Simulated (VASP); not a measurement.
Here is a VASP 6.6.1 calculation.

Contents of INCAR:

```
PREC = Accurate ; ENCUT = 520
EDIFF = 1E-6 ; ISMEAR = 0
SIGMA = 0.02 ; LREAL = Auto
LASPH = T ; NELM = 120
ALGO = Normal ; ISIF = 2
LWAVE = F ; LCHARG = F
GGA = PE ; IVDW = 12
NELECT = 188.0 ; NBANDS = 116
GGA_COMPAT = F
```

KPOINTS

```
Automatic mesh
0
Gamma
  2 2 2
```

The input POSCAR:

```
Si12O23
1.0
   -2.4986000000      4.3277020000      5.4571000000
    4.9972000000      0.0000000000      5.4571000000
    4.9972000000      8.6554040000      0.0000000000
Si O
12 23
Direct
    0.7614709226      0.2485543656      0.1219801832
    0.1711462352      0.1729458650      0.1860115479
    0.5696454183      0.1096688695      0.9501060128
    0.7627678140      0.2439515058      0.6135322171
    0.1638736510      0.1630745449      0.6828605196
    0.5779009571      0.0772182454      0.4524664443
    0.2545227028      0.7168659469      0.3545449282
    0.6852765125      0.6557342808      0.3851591984
    0.0935842568      0.6063589365      0.2332331599
    0.2323735335      0.7419364480      0.8918359668
    0.6508006513      0.6731219450      0.9293719530
    0.0580375431      0.6067246932      0.6988147299
    0.9844680518      0.1589874466      0.1386239907
    0.3474067544      0.2050995219      0.0315312947
    0.2424042462      0.9631237815      0.2947204612
    0.1173051070      0.3578448810      0.2545539704
    0.7294382750      0.1498241538      0.0101493262
    0.9806247393      0.1340524702      0.6435916052
    0.3521872308      0.1633396974      0.5406865603
    0.0954817927      0.7108202725      0.5271839714
    0.2134858951      0.9808618353      0.8219625178
    0.1042142873      0.3649876698      0.7340337459
    0.7275723608      0.1245483627      0.5179550994
    0.4584025418      0.6209146780      0.4139251505
    1.0801013415      0.6983718402      0.0515995861
    0.6031729816      0.2025496550      0.2798893132
    0.7489194924      0.4725452049      0.5358515460
    0.6226413936      0.8470602794      0.4682252377
    0.3337259761      0.6253092258      0.2024296527
    0.4644062473      0.6471040787      0.8922332401
    0.8261352126      0.6877529331      0.7768335237
    0.6009523972      0.2131871641      0.7750593859
    0.7355299584      0.4834389078      0.0493907076
    0.6044061619      0.8734267530      0.9797384668
    0.1918923863      0.6524183281      0.7793279130
```

Potentials or basis: VASP PAW PBE potentials, release 64 (Si, O).

Run with:

```bash
$ cat potpaw_PBE.64/Si/POTCAR potpaw_PBE.64/O/POTCAR > POTCAR
$ mpirun -np 1 vasp_std > vasp.out
```

(1) What does it give for the largest force?

(2) What does it give for the dispersion energy per atom?

## Answers

(1) 0.080 eV/Å.

(2) -0.136 eV.

Caveat: the k points lie up to 0.46 Å⁻¹ apart; the cell carries a net charge on a neutralising background, which shifts energy and pressure.
